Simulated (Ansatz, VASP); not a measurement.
**K in VASP and in Ansatz**

File POSCAR:

```
K
1.0
   -2.6699463634      2.6699463634      2.6699463634
    2.6699463634     -2.6699463634      2.6699463634
    2.6699463634      2.6699463634     -2.6699463634
K
1
Direct
    0.0000000000      0.0000000000      0.0000000000
```

File INCAR.step1:

```
PREC = Accurate
ENCUT = 520
ISMEAR = 1
SIGMA = 0.03
LREAL = False
LASPH = True
NELM = 80
NBANDS = 10
GGA = PE
ALGO = Normal
EDIFF = 1E-4
LWAVE = True
LCHARG = False
```

File INCAR.step2:

```
PREC = Accurate
ENCUT = 520
EDIFF = 1E-7
ISMEAR = 1
SIGMA = 0.03
LREAL = False
LASPH = True
NELM = 80
ALGO = Normal
ISIF = 2
LWAVE = False
LCHARG = True
METAGGA = R2SCAN
LMIXTAU = True
LELF = True
LVHAR = True
NBANDS = 10
ISTART = 1
```

Contents of KPOINTS:

```
Automatic mesh
0
Gamma
  8 8 8
```

Input for Ansatz:

```yaml
crystal:
  lattice:
    - [-2.6699463634, 2.6699463634, 2.6699463634]
    - [2.6699463634, -2.6699463634, 2.6699463634]
    - [2.6699463634, 2.6699463634, -2.6699463634]
  atoms:
    - { symbol: K, position: [0.0, 0.0, 0.0] }
hamiltonian:
  xc: r2scan
  pseudopotentials:
    kind: paw
    azcp:
      K: "pseudopotentials/K.paw.azcp"
basis:
  ecutwfc: 500
  fft_grid_basis: typed
kpoints:
  mp_grid: { grid: [8, 8, 8], shift: [0, 0, 0] }
magnetization:
  spin_polarized: false
scf:
  occupations: { method: methfessel_paxton, width: 0.03 }
  lower_state_search: "off"
output:
  stress: true
```

Alike in both runs: task single point; functional r2SCAN; k mesh 8 × 8 × 8; occupations methfessel-paxton of order 1, width 0.03 eV; no spin polarisation.

|  | VASP | Ansatz |
| --- | --- | --- |
| version | VASP 6.6.1 | Ansatz 0.2.0 |
| potentials or method | VASP PAW PBE potentials, release 64 (K_sv), cutoff 520 eV | plane waves (500 eV) with PAW, scalar-relativistic |
| valence electrons in the cell | 9 | 9 |

```tsv
	VASP	Ansatz	Ansatz less VASP
pressure (GPa)	0.0	0.0	+0.02
```

VASP's potentials were made for PBE, not for r2SCAN. The functional is the same, so the differences come from potentials, cutoffs and numerics.
